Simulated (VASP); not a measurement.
Write the native input for VASP 6.6.1 that does the following.

```
Task                   : relaxation of cell and atoms
Functional             : PBE
Potentials or basis    : VASP PAW PBE potentials, release 64 (Sr_sv)
Cutoff                 : 600 eV
k mesh                 : 13 × 13 × 7
Occupations            : fermi-dirac, width 0.08 eV
Spin                   : no spin polarisation
Target pressure        : 24 GPa
Dipole correction      : no
Further INCAR settings : ALGO = Normal; EDIFF = 1e-06; IBRION = 2; EDIFFG = -0.005; NSW = 60; ISIF = 3
```

The structure of Sr lies in POSCAR:

```
Sr
1.0
    3.3681951432      0.0000000000      0.0000000000
   -1.6840975716      2.9169425589      0.0000000000
    0.0000000000      0.0000000000      5.4564761320
Sr
2
Direct
    0.3333333333      0.6666666667      0.2500000000
    0.6666666667      0.3333333333      0.7500000000
```

These files were run (other wordings do the same):

INCAR

```
SYSTEM = Sr
PREC = Accurate ; ENCUT = 600
EDIFF = 1E-6 ; ISMEAR = -1
SIGMA = 0.08 ; LREAL = .False.
LASPH = .True. ; NELM = 60
ALGO = Normal ; ISIF = 3
LWAVE = .False. ; LCHARG = .False.
GGA = PE ; IBRION = 2
NSW = 60 ; EDIFFG = -0.005
PSTRESS = 240.0
```

KPOINTS

```
regular mesh
0
Gamma
  13 13 7
  0 0 0
```

Potentials or basis: VASP PAW PBE potentials, release 64 (Sr_sv).

Run with:

```sh
$ cat potpaw_PBE.64/Sr_sv/POTCAR > POTCAR
$ mpirun -np 1 vasp_std > vasp.out
```

Results of the run:

The relaxed volume is 26.55 Å³/atom and the relaxed cell is a = 3.356 Å, b = 3.356 Å, c = 5.444 Å, α = 90.00°, β = 90.00°, γ = 120.00°. The space group after relaxing (to 0.05 Å) is P6_3/mmc (No. 194). The energy change on relaxing (the enthalpy is what falls) is +37.7 meV/atom and the ionic steps are 5. The pressure after relaxing is 24.0 GPa and the band gap on the k mesh is zero (band 10 reaches 5.21 eV, above the bottom of band 11 at 4.07 eV).

Caveat: the cell is relaxed towards a set pressure, so the enthalpy falls and the energy may rise.

Wall time 2.6 min on 1 thread of Intel(R) Xeon(R) Platinum 8375C CPU @ 2.90GHz (Ice Lake) (shared host), peak memory 0.23 GiB.
